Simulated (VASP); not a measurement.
AlB2P3:

```
Al B P
1.0
     6.05636    0.00000    0.00000
    -3.02818    5.24496    0.00000
     0.00000    0.00000    5.73931
Al B P
2 4 6
Direct
  0.66667 0.33333 0.00007
  0.33333 0.66667 0.00007
  0.00000 0.00000 0.00007
  0.33333 0.00000 0.50007
  0.00000 0.33333 0.50007
  0.66667 0.66667 0.50007
  0.00000 0.00000 0.37493
  0.66667 0.33333 0.37493
  0.33333 0.66667 0.37493
  0.33333 0.00000 0.87493
  0.00000 0.33333 0.87493
  0.66667 0.66667 0.87493
```

| Item | Value |
| --- | --- |
| Program | VASP 6.6.1 |
| Task | relaxation of cell and atoms |
| Functional | PBE |
| Potentials or basis | VASP PAW PBE potentials, release 64 (Al, B, P) |
| Cutoff | 600 eV |
| k mesh | 3 × 3 × 4 |
| Occupations | gaussian, width 0.1 eV |
| Spin | no spin polarisation |

At the start: pressure 1.0 GPa; volume 15.19 Å³/atom.

Question: Where does the relaxation end?

Answer: Over 10 steps the energy falls by 250.3 meV/atom and the volume is 14.59 Å³/atom (-4.0 %); space group P31m (No. 157, to 0.05 Å).

The path:
| step | energy change (eV) | largest force (eV/Å) | pressure (GPa) | volume (Å³) |
| --- | --- | --- | --- | --- |
| 1 | 0.0000 | 5.1265 | 0.97 | 182.31 |
| 2 | -2.6724 | 1.0626 | -5.76 | 184.73 |
| 3 | -2.6732 | 1.0413 | -5.71 | 184.69 |
| 4 | -2.8912 | 0.6261 | 3.57 | 170.78 |
| 5 | -2.9435 | 0.7135 | 0.45 | 174.81 |
| 6 | -2.9919 | 0.2375 | 0.21 | 175.09 |
| 7 | -2.9947 | 0.2052 | 0.16 | 175.18 |
| 8 | -3.0023 | 0.0783 | -0.20 | 175.58 |
| 9 | -3.0026 | 0.0838 | -0.28 | 175.67 |
| 10 | -3.0033 | 0.0355 | 0.13 | 175.08 |

Final structure:
```cif
data_structure
_symmetry_space_group_name_H-M 'P 1'
_symmetry_Int_Tables_number 1
_cell_length_a 5.9438
_cell_length_b 5.9438
_cell_length_c 5.7224
_cell_angle_alpha 90.000
_cell_angle_beta 90.000
_cell_angle_gamma 120.000
_cell_volume 175.08
loop_
_atom_site_label
_atom_site_type_symbol
_atom_site_fract_x
_atom_site_fract_y
_atom_site_fract_z
_atom_site_occupancy
Al1 Al 0.66667 0.33333 0.00377 1
Al2 Al 0.33333 0.66667 0.00377 1
B1 B 0.00000 0.00000 0.99437 1
B2 B 0.32200 0.00000 0.50291 1
B3 B 0.00000 0.32200 0.50291 1
B4 B 0.67800 0.67800 0.50291 1
P1 P 0.00000 0.00000 0.36106 1
P2 P 0.66667 0.33333 0.41108 1
P3 P 0.33333 0.66667 0.41108 1
P4 P 0.29488 0.00000 0.85205 1
P5 P 0.00000 0.29488 0.85205 1
P6 P 0.70512 0.70512 0.85205 1
```
